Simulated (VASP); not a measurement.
Write the native input for VASP 6.6.1 that does the following.

* Task: single point
* Functional: r2SCAN
* Potentials or basis: VASP PAW PBE potentials, release 64 (Sc_sv)
* Cutoff: 550 eV
* k mesh: 15 × 15 × 4
* Occupations: fermi-dirac, width 0.05 eV
* Spin: collinear spin
* Starting moments: [0.535, 0.535, 0.429, 0.429] μB
* Dipole correction: no
* Further INCAR settings: ALGO = Normal; EDIFF = 1e-06; NBANDS = 34

Sc:

```
Sc
1.0
     3.29050    0.00000    0.00000
    -1.64525    2.84966    0.00000
     0.00000    0.00000   10.74545
Sc
4
Direct
  0.00000 0.00000 0.00000
  0.00000 0.00000 0.50000
  0.33333 0.66667 0.25000
  0.66667 0.33333 0.75000
```

The input as run:

POSCAR

```
Sc
1.0
    3.2904992563      0.0000000000      0.0000000000
   -1.6452496282      2.8496559471      0.0000000000
    0.0000000000      0.0000000000     10.7454532385
Sc
4
Direct
    0.0000000000      0.0000000000      1.0000000000
    0.0000000000      0.0000000000      0.5000000000
    0.3333333333      0.6666666667      0.2500000000
    0.6666666667      0.3333333333      0.7500000000
```

INCAR.step1

```
PREC = Accurate
ENCUT = 550
ISMEAR = -1
SIGMA = 0.05
LREAL = False
LASPH = True
NELM = 200
ISPIN = 2
MAGMOM = 0.535 0.535 0.429 0.429
LMAXMIX = 4
NBANDS = 34
GGA = PE
ALGO = Normal
EDIFF = 1E-5
LWAVE = True
LCHARG = False
GGA_COMPAT = False
KPAR = 4
```

INCAR.step2

```
PREC = Accurate
ENCUT = 550
EDIFF = 1E-6
ISMEAR = -1
SIGMA = 0.05
LREAL = False
LASPH = True
NELM = 200
ALGO = Normal
ISIF = 2
LWAVE = False
LCHARG = False
ISPIN = 2
MAGMOM = 0.535 0.535 0.429 0.429
LORBIT = 11
LMAXMIX = 4
METAGGA = R2SCAN
LMIXTAU = True
NBANDS = 34
ISTART = 1
GGA_COMPAT = False
KPAR = 4
```

KPOINTS

```
regular mesh
0
Gamma
  15 15 4
```

Potentials or basis: VASP PAW PBE potentials, release 64 (Sc_sv).

The run is started by

```sh
$ cat potpaw_PBE.64/Sc_sv/POTCAR > POTCAR
$ cp INCAR.step1 INCAR
$ mpirun -np 4 vasp_std > vasp.out
$ cp INCAR.step2 INCAR
$ mpirun -np 4 vasp_std > vasp.out
```

Results of the run:

The pressure is -0.2 GPa, the band gap on the k mesh is zero (filled and empty bands overlap) and the net moment is 0.00 μB per cell. The valence electrons inside the program's atomic spheres are Sc 9.32.

Caveat: the PAW data sets were made with another functional, which shifts forces and pressure a little.

It took 11 min on 4 MPI ranks on Intel(R) Xeon(R) 6975P-C (Granite Rapids) (shared host), peak memory 0.6 GiB a rank.
